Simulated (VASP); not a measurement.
# AlRu (Pm-3m) in VASP: notebook

AlRu is run at these levels: PBEsol; tasks: single point.

Everything below comes from runs of VASP 6.6.1. Logs are shortened: lines on timing, memory, paths and dates and some standing lists are left out, and cuts for length are marked.

## 1. The cell of the first run

It takes space group Pm-3m (No. 221, cubic). The conventional cell has a = 2.972 Å, b = 2.972 Å, c = 2.972 Å, α = 90.00°, β = 90.00°, γ = 90.00°. Within 3.4 Å of Al (site symmetry m-3m) lie 8 Ru at 2.57 Å and 6 Al at 2.97 Å. Within 3.4 Å of Ru (site symmetry m-3m) lie 8 Al at 2.57 Å and 6 Ru at 2.97 Å.

## 2. Single point, PBEsol

File INCAR:

```
ALGO     = Fast           # electronic algorithm
EDIFF    = 1E-6           # SCF threshold, eV
ENCUT    = 520            # plane-wave cutoff, eV
GGA      = PS             # functional
ISIF     = 2              # what is computed and relaxed
ISMEAR   = 0              # smearing method
LASPH    = True           # aspherical terms in the spheres
LCHARG   = False          # write CHGCAR
LREAL    = False          # projectors in reciprocal space
LWAVE    = False          # write WAVECAR
NBANDS   = 16             # bands
NELM     = 60             # most SCF steps
PREC     = Accurate       # precision mode
SIGMA    = 0.1            # smearing width, eV
```

File KPOINTS:

```
k-points
0
Gamma
  14 14 14
```

File POSCAR:

```
AlRu
1.0
    2.9718241525      0.0000000000      0.0000000000
    0.0000000000      2.9718241525      0.0000000000
    0.0000000000      0.0000000000      2.9718241525
Al Ru
1 1
Direct
    0.0000000000      0.0000000000      0.0000000000
    0.5000000000      0.5000000000      0.5000000000
```

Potentials or basis: VASP PAW PBE potentials, release 64 (Al, Ru_pv).

Launch:

```console
> cat potpaw_PBE.64/Al/POTCAR potpaw_PBE.64/Ru_pv/POTCAR > POTCAR
> mpirun -np 1 vasp_std > vasp.out
```

OUTCAR:

```text
EDIFF = 1E-6
   ENCUT = 520
   GGA = PS
   ISIF = 2
   ISMEAR = 0
   LASPH = True
   LREAL = False
   NELM = 60
   PREC = Accurate

 ion  position               nearest neighbor table
   1  0.000  0.000  0.000-   2 2.57   2 2.57   2 2.57   2 2.57   2 2.57   2 2.57   2 2.57   2 2.57

   2  0.500  0.500  0.500-   1 2.57   1 2.57   1 2.57   1 2.57   1 2.57   1 2.57   1 2.57   1 2.57

  LATTYP: Found a simple cubic cell.
 ALAT       =     2.9718241525

  Lattice vectors:

 A1 = (   2.9718241525,   0.0000000000,   0.0000000000)
 A2 = (   0.0000000000,   2.9718241525,   0.0000000000)
 A3 = (   0.0000000000,   0.0000000000,   2.9718241525)

Analysis of symmetry for initial positions (statically):
=====================================================================
 Subroutine PRICEL returns:
 Original cell was already a primitive cell.

 Routine SETGRP: Setting up the symmetry group for a
 simple cubic supercell.

 Subroutine GETGRP returns: Found 48 space group operations
 (whereof 48 operations were pure point group operations)
 out of a pool of 48 trial point group operations.

The static configuration has the point symmetry O_h .

Analysis of symmetry for dynamics (positions and initial velocities):
=====================================================================
 Subroutine PRICEL returns:
 Original cell was already a primitive cell.

 Routine SETGRP: Setting up the symmetry group for a
 simple cubic supercell.

 Subroutine GETGRP returns: Found 48 space group operations
 (whereof 48 operations were pure point group operations)
 out of a pool of 48 trial point group operations.

The dynamic configuration has the point symmetry O_h .

 Subroutine INISYM returns: Found 48 space group operations
 (whereof 48 operations are pure point group operations),
 and found     1 'primitive' translations

----------------------------------------------------------------------------------------

                                     Primitive cell

  volume of cell :      26.2464

  direct lattice vectors                    reciprocal lattice vectors
     2.971824152  0.000000000  0.000000000     0.336493665  0.000000000  0.000000000
     0.000000000  2.971824152  0.000000000     0.000000000  0.336493665  0.000000000
     0.000000000  0.000000000  2.971824152     0.000000000  0.000000000  0.336493665

  length of vectors
     2.971824152  2.971824152  2.971824152     0.336493665  0.336493665  0.336493665

  position of ions in fractional coordinates (direct lattice)
     0.000000000  0.000000000  0.000000000
     0.500000000  0.500000000  0.500000000

  ion indices of the primitive-cell ions
   primitive index   ion index
                 1           1
                 2           2

----------------------------------------------------------------------------------------

 KPOINTS: k-points

Automatic generation of k-mesh.
 Grid dimensions read from file:
 generate k-points for:   14   14   14

 Generating k-lattice:

  Cartesian coordinates                     Fractional coordinates (reciprocal lattice)
     0.024035262  0.000000000  0.000000000     0.071428571  0.000000000  0.000000000
     0.000000000  0.024035262  0.000000000     0.000000000  0.071428571  0.000000000
     0.000000000  0.000000000  0.024035262     0.000000000  0.000000000  0.071428571

  Length of vectors
     0.024035262  0.024035262  0.024035262

  Shift w.r.t. Gamma in fractional coordinates (k-lattice)
     0.000000000  0.000000000  0.000000000

 Subroutine IBZKPT returns following result:
 ===========================================

 Found    120 irreducible k-points:

 Following reciprocal coordinates:
            Coordinates               Weight
  0.000000  0.000000  0.000000      1.000000
  0.071429  0.000000  0.000000      6.000000
  0.142857  0.000000  0.000000      6.000000
  0.214286  0.000000  0.000000      6.000000
  0.285714  0.000000  0.000000      6.000000
  0.357143  0.000000  0.000000      6.000000
[... 16 lines left out ...]
  0.285714  0.214286  0.000000     24.000000
  0.357143  0.214286  0.000000     24.000000
 [... further k-points ...]
   k-points           NKPTS =    120   k-points in BZ     NKDIM =    120   number of bands    NBANDS=     16
   number of dos      NEDOS =    301   number of ions     NIONS =      2
   total plane-waves  NPLWV =  13824
   dimension x,y,z NGX =    24 NGY =   24 NGZ =   24
   dimension x,y,z NGXF=    48 NGYF=   48 NGZF=   48
   ions per type =               1   1
   NGX,Y,Z   is equivalent  to a cutoff of  13.43, 13.43, 13.43 a.u.
   NGXF,Y,Z  is equivalent  to a cutoff of  26.85, 26.85, 26.85 a.u.
 SYSTEM =  unknown system
   PREC   = accura    normal or accurate (medium, high low for compatibility)
   ISTART =      0    job   : 0-new  1-cont  2-samecut
   ICHARG =      2    charge: 1-file 2-atom 10-const
   ISPIN  =      1    spin polarized calculation?
   LNONCOLLINEAR =      F non collinear calculations
   LSORBIT =      F    spin-orbit coupling
   LASPH  =      T    aspherical Exc in radial PAW
   ENCUT  =  520.0 eV  38.22 Ry    6.18 a.u.   5.53  5.53  5.53*2*pi/ulx,y,z
   NELM   =     60;   NELMIN=  2; NELMDL= -5     # of ELM steps
   EDIFF  = 0.1E-05   stopping-criterion for ELM
   LREAL  =      F    real-space projection
   EDIFFG = 0.1E-04   stopping-criterion for IOM
   NSW    =      0    number of steps for IOM
   IBRION =     -1    ionic relax: 0-MD 1-quasi-New 2-CG
   NFREE  =      0    steps in history (QN), initial steepest desc. (CG)
   ISIF   =      2    stress and relaxation
   ISYM   =      2    0-nonsym 1-usesym 2-fastsym
   POTIM  = 0.5000    time-step for ionic-motion
   TEBEG  =    0.0;   TEEND  =   0.0 temperature during run
   PSTRESS=    0.0 pullay stress
   NELECT =      17.0000    total number of electrons
   NUPDOWN=      -1.0000    fix difference up-down
   EMIN   =  10.00;   EMAX   =-10.00  energy-range for DOS
   EFERMI =   0.00;   METHOD = LEGACY
   ISMEAR =     0;   SIGMA  =   0.10  broadening in eV -4-tet -1-fermi 0-gaus
   EFERMI_NEDOS =   21; number of points for ismear=-14 and -15
   IALGO  =     68    algorithm
   IMIX   =      4    mixing-type and parameters
     AMIX     =   0.40;   BMIX     =  1.00
     AMIX_MAG =   1.60;   BMIX_MAG =  1.00
  volume/ion in A,a.u.               =      13.12        88.56
  Fermi-wavevector in a.u.,A,eV,Ry     =   1.416450  2.676703 27.297799  2.006332
  Thomas-Fermi vector in A             =   2.537784
   LORBIT       =      0    0 simple, 1 ext, 2 COOP (PROOUT), +10 PAW based schemes
   GGA     = PS    functional components
   LHFCALC =     F    Hartree Fock is set to
   AEXX    =    0.0000 exact exchange contribution
   IVDW    =     0    specifies the selected vdW correction
   LEPSILON=     F    determine dielectric tensor
   LRPA    =     F    only Hartree local field effects (RPA)
 non-spin polarized calculation
 RMM-DIIS sequential band-by-band and
 Gauss-broadening in eV      SIGMA  =   0.10
  energy-cutoff  :      520.00
  volume of cell :       26.25
 maximum number of plane-waves:       739
 NGX is ok and might be reduce to    24
   NGX = 11   NGY = 11   NGZ = 11

 number of electron      16.9999996 magnetization

 Free energy of the ion-electron system (eV)
  ---------------------------------------------------
  ext. energy  EPLUGINS =         0.00000000
  ---------------------------------------------------
  free energy    TOTEN  =       -15.51805287 eV

  energy without entropy =      -15.50883251  energy(sigma->0) =      -15.51344269

 E-fermi :  10.8782     XC(G=0): -12.7899

 val. band max:       10.8702871525   @ k =   0.5000   0.2857   0.1429
 cond. band min:      10.8894961740   @ k =   0.1429   0.0714   0.0714
 fundamental gap:      0.0192090215
 Fermi energy:        10.8781518242

 k-point     1 :       0.0000    0.0000    0.0000
  band No.  band energies     occupation
      1     -30.8357      2.00000
      2     -30.8357      2.00000
      3     -30.8357      2.00000
      4       1.0785      2.00000
      5       7.1806      2.00000
      6       7.1806      2.00000
[... 8 lines left out ...]
     15      22.8782      0.00000
     16      26.3392      0.00000

 k-point     2 :       0.0714    0.0000    0.0000
  band No.  band energies     occupation
      1     -30.8472      2.00000
      2     -30.8348      2.00000
      3     -30.8348      2.00000
      4       1.1785      2.00000
      5       7.2161      2.00000
      6       7.2176      2.00000
[... 8 lines left out ...]
     15      22.8789      0.00000
     16      26.6466      0.00000

 k-point     3 :       0.1429    0.0000    0.0000
  band No.  band energies     occupation
      1     -30.8790      2.00000
      2     -30.8321      2.00000
      3     -30.8321      2.00000
      4       1.4739      2.00000
      5       7.3004      2.00000
      6       7.3179      2.00000
[... 8 lines left out ...]
     15      23.0964      0.00000
     16      27.6134      0.00000

 k-point     4 :       0.2143    0.0000    0.0000
  band No.  band energies     occupation
      1     -30.9248      2.00000
      2     -30.8282      2.00000
      3     -30.8282      2.00000
      4       1.9505      2.00000
      5       7.3408      2.00000
      6       7.4718      2.00000
[... 8 lines left out ...]
     15      23.6547      0.00000
     16      28.2075      0.00000
[... 324 lines left out ...]
 k-point    22 :       0.2143    0.2143    0.0000
  band No.  band energies     occupation
      1     -30.9184      2.00000
      2     -30.9132      2.00000
      3     -30.8206      2.00000
      4       2.7478      2.00000
      5       7.4759      2.00000
      6       7.8462      2.00000
[... 8 lines left out ...]
     15      25.6093      0.00000
     16      25.8909      0.00000

 k-point    23 :       0.2857    0.2143    0.0000
  band No.  band energies     occupation
      1     -30.9656      2.00000
      2     -30.9105      2.00000
      3     -30.8163      2.00000
      4       3.3133      2.00000
      5       7.2958      2.00000
      6       8.0526      2.00000
[... 8 lines left out ...]
     15      24.7680      0.00000
     16      26.3430      0.00000

 k-point    24 :       0.3571    0.2143    0.0000
  band No.  band energies     occupation
      1     -31.0100      2.00000
      2     -30.9059      2.00000
      3     -30.8123      2.00000
      4       3.9730      2.00000
      5       6.8606      2.00000
      6       8.2466      2.00000
[... 8 lines left out ...]
     15      23.6308      0.00000
     16      25.3873      0.00000

 [... further k-points ...]

------------------------ aborting loop because EDIFF is reached ----------------------------------------

  FORCE on cell =-STRESS in cart. coord.  units (eV):
  Direction    XX          YY          ZZ          XY          YZ          ZX
  --------------------------------------------------------------------------------------
  -------------------------------------------------------------------------------------
  Total        0.1699539      0.1699539      0.1699539      0.0000000     -0.0000000      0.0000000
  in kB       10.3746217     10.3746217     10.3746217      0.0000000     -0.0000000      0.0000000
  external PRESSURE =      10.3746217 kB  Pullay stress =       0.0000000 kB

 VOLUME and BASIS-vectors are now :
 -----------------------------------------------------------------------------
  energy-cutoff  :      520.00
  volume of cell :       26.25
      direct lattice vectors                 reciprocal lattice vectors
     2.971824152  0.000000000  0.000000000     0.336493665  0.000000000  0.000000000
     0.000000000  2.971824152  0.000000000     0.000000000  0.336493665  0.000000000
     0.000000000  0.000000000  2.971824152     0.000000000  0.000000000  0.336493665

 POSITION                                       TOTAL-FORCE (eV/Angst)
 -----------------------------------------------------------------------------------
      0.00000      0.00000      0.00000         0.000000      0.000000      0.000000
      1.48591      1.48591      1.48591         0.000000      0.000000      0.000000
 -----------------------------------------------------------------------------------
    total drift:                                0.000000     -0.000000     -0.000000

  FREE ENERGIE OF THE ION-ELECTRON SYSTEM (eV)
  ---------------------------------------------------
  free  energy   TOTEN  =       -15.5180528683 eV

  energy  without entropy=      -15.5088325147  energy(sigma->0) =      -15.51344269
```

Run time: 51 s. Hardware: 1 thread of Intel Xeon 8259CL, shared host; peak memory 0.17 GiB.

Results:

- Free energy: -15.5181 eV
- Pressure: 1.0 GPa
- Band gap on the k mesh: zero (an odd number of electrons rules out a gap without spin polarisation)

Caveat: the PAW data sets were made with another functional, which shifts forces and pressure a little.

(Continued in part 2 of 2.)
